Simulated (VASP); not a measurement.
# SiGeN (P4/nmm) in VASP: single point with PBE

Aim: the single point of SiGeN with PBE.

Everything below comes from runs of VASP 6.6.1. Logs are shortened: lines on timing, memory, paths and dates and some standing lists are left out, and cuts for length are marked.

## (1) The cell of the first run

The structure is tetragonal, space group P4/nmm (No. 129). The conventional cell has a = 3.697 Å, b = 3.697 Å, c = 5.834 Å, α = 90.00°, β = 90.00°, γ = 90.00°. Within 2.8 Å of N (site symmetry -4m2) lie 4 Si at 2.11 Å and 4 N at 2.61 Å and 4 Ge at 2.63 Å. Si (site symmetry 4mm) has 4 N at 2.11 Å and 6 Ge at 2.75 to 2.94 Å within 3.0 Å. Within 3.5 Å of Ge (site symmetry 4mm) lie 4 N at 2.63 Å and 6 Si at 2.75 to 2.94 Å and 4 Ge at 3.35 Å.

## (2) Single point, PBE

Input file INCAR:

```
  ALGO = Normal
  EDIFF = 1E-7
  ENCUT = 520
  GGA = PE
  ISIF = 2
  ISMEAR = 1
  LASPH = T
  LCHARG = T
  LELF = T
  LREAL = F
  LVHAR = T
  LWAVE = F
  NBANDS = 32
  NELM = 80
  PREC = Accurate
  SIGMA = 0.083
```

Input file KPOINTS:

```
k-points
0
Gamma
  7 7 5
```

Input file POSCAR:

```
SiGeN
1.0
    3.6967450000      0.0000000000      0.0000000000
    0.0000000000      3.6967450000      0.0000000000
    0.0000000000      0.0000000000      5.8343560000
N Si Ge
2 2 2
Direct
    0.7500000000      0.2500000000      0.0000000000
    0.2500000000      0.7500000000      0.0000000000
    0.2500000000      0.2500000000      0.1750000000
    0.7500000000      0.7500000000      0.8250000000
    0.2500000000      0.2500000000      0.6790000000
    0.7500000000      0.7500000000      0.3210000000
```

Potentials or basis: VASP PAW PBE potentials, release 64 (N, Si, Ge_d).

Started as:

```console
$ cat potpaw_PBE.64/N/POTCAR potpaw_PBE.64/Si/POTCAR potpaw_PBE.64/Ge_d/POTCAR > POTCAR
$ mpirun -np 1 vasp_std > vasp.out
```

OUTCAR:

```text
EDIFF = 1E-7
   ENCUT = 520
   GGA = PE
   ISIF = 2
   ISMEAR = 1
   LASPH = T
   LREAL = F
   NELM = 80
   PREC = Accurate

 ion  position               nearest neighbor table
   1  0.750  0.250  0.000-   3 2.11   4 2.11   4 2.11   3 2.11
   2  0.250  0.750  0.000-   3 2.11   4 2.11   3 2.11   4 2.11
   3  0.250  0.250  0.175-   1 2.11   2 2.11   2 2.11   1 2.11   6 2.75   6 2.75   6 2.75   6 2.75
                             5 2.89   5 2.94
   4  0.750  0.750  0.825-   1 2.11   2 2.11   1 2.11   2 2.11   5 2.75   5 2.75   5 2.75   5 2.75
                             6 2.89   6 2.94
   5  0.250  0.250  0.679-   4 2.75   4 2.75   4 2.75   4 2.75   3 2.89   3 2.94
   6  0.750  0.750  0.321-   3 2.75   3 2.75   3 2.75   3 2.75   4 2.89   4 2.94

  LATTYP: Found a simple tetragonal cell.
 ALAT       =     3.6967450000
 C/A-ratio  =     1.5782413989

  Lattice vectors:

 A1 = (   3.6967450000,   0.0000000000,   0.0000000000)
 A2 = (   0.0000000000,   3.6967450000,   0.0000000000)
 A3 = (   0.0000000000,   0.0000000000,   5.8343560000)

Analysis of symmetry for initial positions (statically):
=====================================================================
 Subroutine PRICEL returns:
 Original cell was already a primitive cell.

 Routine SETGRP: Setting up the symmetry group for a
 simple tetragonal supercell.

 Subroutine GETGRP returns: Found 16 space group operations
 (whereof  4 operations were pure point group operations)
 out of a pool of 16 trial point group operations.

The static configuration has the point symmetry C_2h.
 The point group associated with its full space group is D_4h.

Analysis of symmetry for dynamics (positions and initial velocities):
=====================================================================
 Subroutine PRICEL returns:
 Original cell was already a primitive cell.

 Routine SETGRP: Setting up the symmetry group for a
 simple tetragonal supercell.

 Subroutine GETGRP returns: Found 16 space group operations
 (whereof  4 operations were pure point group operations)
 out of a pool of 16 trial point group operations.

The dynamic configuration has the point symmetry C_2h.
 The point group associated with its full space group is D_4h.

 Subroutine INISYM returns: Found 16 space group operations
 (whereof  4 operations are pure point group operations),
 and found     1 'primitive' translations

----------------------------------------------------------------------------------------

                                     Primitive cell

  volume of cell :      79.7319

  direct lattice vectors                    reciprocal lattice vectors
     3.696745000  0.000000000  0.000000000     0.270508244  0.000000000  0.000000000
     0.000000000  3.696745000  0.000000000     0.000000000  0.270508244  0.000000000
     0.000000000  0.000000000  5.834356000     0.000000000  0.000000000  0.171398523

  length of vectors
     3.696745000  3.696745000  5.834356000     0.270508244  0.270508244  0.171398523

  position of ions in fractional coordinates (direct lattice)
     0.750000000  0.250000000  0.000000000
     0.250000000  0.750000000  0.000000000
     0.250000000  0.250000000  0.175000000
     0.750000000  0.750000000  0.825000000
     0.250000000  0.250000000  0.679000000
     0.750000000  0.750000000  0.321000000

  ion indices of the primitive-cell ions
   primitive index   ion index
                 1           1
                 2           2
                 3           3
                 4           4
                 5           5
                 6           6

----------------------------------------------------------------------------------------

 KPOINTS: k-points

Automatic generation of k-mesh.
 Grid dimensions read from file:
 generate k-points for:    7    7    5

 Generating k-lattice:

  Cartesian coordinates                     Fractional coordinates (reciprocal lattice)
     0.038644035  0.000000000  0.000000000     0.142857143  0.000000000  0.000000000
     0.000000000  0.038644035  0.000000000     0.000000000  0.142857143  0.000000000
     0.000000000  0.000000000  0.034279705     0.000000000  0.000000000  0.200000000

  Length of vectors
     0.038644035  0.038644035  0.034279705

  Shift w.r.t. Gamma in fractional coordinates (k-lattice)
     0.000000000  0.000000000  0.000000000

 Subroutine IBZKPT returns following result:
 ===========================================

 Found     30 irreducible k-points:

 Following reciprocal coordinates:
            Coordinates               Weight
  0.000000  0.000000  0.000000      1.000000
  0.142857  0.000000  0.000000      4.000000
  0.285714  0.000000  0.000000      4.000000
  0.428571  0.000000  0.000000      4.000000
  0.142857  0.142857  0.000000      4.000000
  0.285714  0.142857  0.000000      8.000000
[... 16 lines left out ...]
  0.285714  0.000000  0.400000      8.000000
  0.428571  0.000000  0.400000      8.000000
 [... further k-points ...]
   k-points           NKPTS =     30   k-points in BZ     NKDIM =     30   number of bands    NBANDS=     32
   number of dos      NEDOS =    301   number of ions     NIONS =      6
   total plane-waves  NPLWV =  37632
   dimension x,y,z NGX =    28 NGY =   28 NGZ =   48
   dimension x,y,z NGXF=    56 NGYF=   56 NGZF=   96
   ions per type =               2   2   2
   NGX,Y,Z   is equivalent  to a cutoff of  12.59, 12.59, 13.68 a.u.
   NGXF,Y,Z  is equivalent  to a cutoff of  25.18, 25.18, 27.35 a.u.
 SYSTEM =  unknown system
   PREC   = accura    normal or accurate (medium, high low for compatibility)
   ISTART =      0    job   : 0-new  1-cont  2-samecut
   ICHARG =      2    charge: 1-file 2-atom 10-const
   ISPIN  =      1    spin polarized calculation?
   LNONCOLLINEAR =      F non collinear calculations
   LSORBIT =      F    spin-orbit coupling
   LASPH  =      T    aspherical Exc in radial PAW
   ENCUT  =  520.0 eV  38.22 Ry    6.18 a.u.   6.87  6.87 10.85*2*pi/ulx,y,z
   NELM   =     80;   NELMIN=  2; NELMDL= -5     # of ELM steps
   EDIFF  = 0.1E-06   stopping-criterion for ELM
   LREAL  =      F    real-space projection
   EDIFFG = 0.1E-05   stopping-criterion for IOM
   NSW    =      0    number of steps for IOM
   IBRION =     -1    ionic relax: 0-MD 1-quasi-New 2-CG
   NFREE  =      0    steps in history (QN), initial steepest desc. (CG)
   ISIF   =      2    stress and relaxation
   ISYM   =      2    0-nonsym 1-usesym 2-fastsym
   POTIM  = 0.5000    time-step for ionic-motion
   TEBEG  =    0.0;   TEEND  =   0.0 temperature during run
   PSTRESS=    0.0 pullay stress
   NELECT =      46.0000    total number of electrons
   NUPDOWN=      -1.0000    fix difference up-down
   EMIN   =  10.00;   EMAX   =-10.00  energy-range for DOS
   EFERMI =   0.00;   METHOD = LEGACY
   ISMEAR =     1;   SIGMA  =   0.08  broadening in eV -4-tet -1-fermi 0-gaus
   EFERMI_NEDOS =   21; number of points for ismear=-14 and -15
   IALGO  =     38    algorithm
   IMIX   =      4    mixing-type and parameters
     AMIX     =   0.40;   BMIX     =  1.00
     AMIX_MAG =   1.60;   BMIX_MAG =  1.00
  volume/ion in A,a.u.               =      13.29        89.68
  Fermi-wavevector in a.u.,A,eV,Ry     =   1.362857  2.575425 25.271161  1.857378
  Thomas-Fermi vector in A             =   2.489310
   LORBIT       =      0    0 simple, 1 ext, 2 COOP (PROOUT), +10 PAW based schemes
   GGA     = PE    functional components
   LHFCALC =     F    Hartree Fock is set to
   AEXX    =    0.0000 exact exchange contribution
   IVDW    =     0    specifies the selected vdW correction
   LEPSILON=     F    determine dielectric tensor
   LRPA    =     F    only Hartree local field effects (RPA)
 non-spin polarized calculation
 Methfessel and Paxton  Order N= 1 SIGMA  =   0.08
  energy-cutoff  :      520.00
  volume of cell :       79.73
 maximum number of plane-waves:      2168
 NGX is ok and might be reduce to    28
   NGX = 13   NGY = 13   NGZ = 21

 number of electron      46.0000013 magnetization

 Free energy of the ion-electron system (eV)
  ---------------------------------------------------
  ext. energy  EPLUGINS =         0.00000000
  ---------------------------------------------------
  free energy    TOTEN  =       -32.56830026 eV

  energy without entropy =      -32.56898826  energy(sigma->0) =      -32.56852959

 E-fermi :   7.8871     XC(G=0): -11.4566

 val. band max:        7.8720247418   @ k =   0.4286   0.2857   0.2000
 cond. band min:       7.9352077536   @ k =   0.0000   0.0000   0.0000
 fundamental gap:      0.0631830117
 Fermi energy:         7.8870693976

 k-point     1 :       0.0000    0.0000    0.0000
  band No.  band energies     occupation
      1     -17.0890      2.00000
      2     -17.0737      2.00000
      3     -17.0651      2.00000
      4     -17.0651      2.00000
      5     -17.0456      2.00000
      6     -17.0456      2.00000
[... 24 lines left out ...]
     31      16.1082      0.00000
     32      16.3685      0.00000

 k-point     2 :       0.1429    0.0000    0.0000
  band No.  band energies     occupation
      1     -17.0875      2.00000
      2     -17.0737      2.00000
      3     -17.0653      2.00000
      4     -17.0644      2.00000
      5     -17.0479      2.00000
      6     -17.0476      2.00000
[... 24 lines left out ...]
     31      14.8351      0.00000
     32      15.5098      0.00000
[... 733 lines left out ...]
     31      14.2482      0.00000
     32      14.4338      0.00000

 k-point    24 :       0.4286    0.0000    0.4000
  band No.  band energies     occupation
      1     -17.0794      2.00000
      2     -17.0758      2.00000
      3     -17.0637      2.00000
      4     -17.0601      2.00000
      5     -17.0599      2.00000
      6     -17.0569      2.00000
[... 24 lines left out ...]
     31      13.4808      0.00000
     32      13.5910      0.00000

 [... further k-points ...]

------------------------ aborting loop because EDIFF is reached ----------------------------------------

  FORCE on cell =-STRESS in cart. coord.  units (eV):
  Direction    XX          YY          ZZ          XY          YZ          ZX
  --------------------------------------------------------------------------------------
  -------------------------------------------------------------------------------------
  Total       -2.1176037     -2.1176037     -3.3399410      0.0000000     -0.0000000      0.0000000
  in kB      -42.5523302    -42.5523302    -67.1146716      0.0000000     -0.0000000      0.0000000
  external PRESSURE =     -50.7397773 kB  Pullay stress =       0.0000000 kB

 VOLUME and BASIS-vectors are now :
 -----------------------------------------------------------------------------
  energy-cutoff  :      520.00
  volume of cell :       79.73
      direct lattice vectors                 reciprocal lattice vectors
     3.696745000  0.000000000  0.000000000     0.270508244  0.000000000  0.000000000
     0.000000000  3.696745000  0.000000000     0.000000000  0.270508244  0.000000000
     0.000000000  0.000000000  5.834356000     0.000000000  0.000000000  0.171398523

 POSITION                                       TOTAL-FORCE (eV/Angst)
 -----------------------------------------------------------------------------------
      2.77256      0.92419      0.00000         0.000000     -0.000000      0.000000
      0.92419      2.77256      0.00000        -0.000000     -0.000000      0.000000
      0.92419      0.92419      1.02101        -0.000000     -0.000000     -2.875366
      2.77256      2.77256      4.81334         0.000000      0.000000      2.875366
      0.92419      0.92419      3.96153         0.000000      0.000000     -1.864249
      2.77256      2.77256      1.87283        -0.000000     -0.000000      1.864249
 -----------------------------------------------------------------------------------
    total drift:                                0.000000      0.000000      0.000000

  FREE ENERGIE OF THE ION-ELECTRON SYSTEM (eV)
  ---------------------------------------------------
  free  energy   TOTEN  =       -32.5683002577 eV

  energy  without entropy=      -32.5689882566  energy(sigma->0) =      -32.56852959
```

It took 2.6 min on 1 thread of AMD EPYC 7R13, shared host; peak memory 0.19 GiB.

What came out:

* Free energy: -32.5683 eV
* Pressure: -5.1 GPa
* Largest force: 2.875 eV/Å
* Band gap on the k mesh: zero (bands 23 and 24 overlap by 2.68 eV)

Forces in eV/Å, atoms in the order of the input:
```
N    0.000  0.000  0.000
N    0.000  0.000  0.000
Si   0.000  0.000 -2.875
Si   0.000  0.000  2.875
Ge   0.000  0.000 -1.864
Ge   0.000  0.000  1.864
```

Stress tensor (GPa, compression positive):
```
-4.26  0.00  0.00
 0.00 -4.26  0.00
 0.00  0.00 -6.71
```

Caveat: the cell stands under tension; forces of over 1 eV/Å act on the atoms, so gaps and moduli don't describe the material at rest.
